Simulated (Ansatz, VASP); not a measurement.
# Two plane-wave programs on TeW

```
W Te
1.0
     0.00000    2.78283    2.78283
     2.78283    0.00000    2.78283
     2.78283    2.78283    0.00000
W Te
1 1
Cartesian
  0.0000 0.0000 0.0000
  2.7828 2.7828 2.7828
```

Alike in both runs: task single point; functional PBEsol; k mesh 14 × 14 × 14; occupations gaussian, width 0.1 eV; no spin polarisation.

|  | VASP | Ansatz |
| --- | --- | --- |
| version | VASP 6.6.1 | Ansatz 0.2.0 |
| potentials or method | VASP PAW PBE potentials, release 64 (W_sv, Te), cutoff 520 eV | scalar-relativistic, plane waves, PAW |
| valence electrons in the cell | 20 | 30 |

Ansatz gave:

```
gap on the k mesh at the Fermi level (eV) : none
pressure (GPa)                            : -3.0
```

Which values does VASP return?

gap on the k mesh at the Fermi level (eV): none; pressure (GPa): -2.9.

VASP's potentials were made for PBE, not for PBEsol. A gap of «none» marks a metal or a gap that the smearing closes. VASP's potentials hold 20 valence electrons a cell and Ansatz's 30, so a difference there can come from the potentials and not from the codes.

Neither program's run includes spin-orbit coupling.
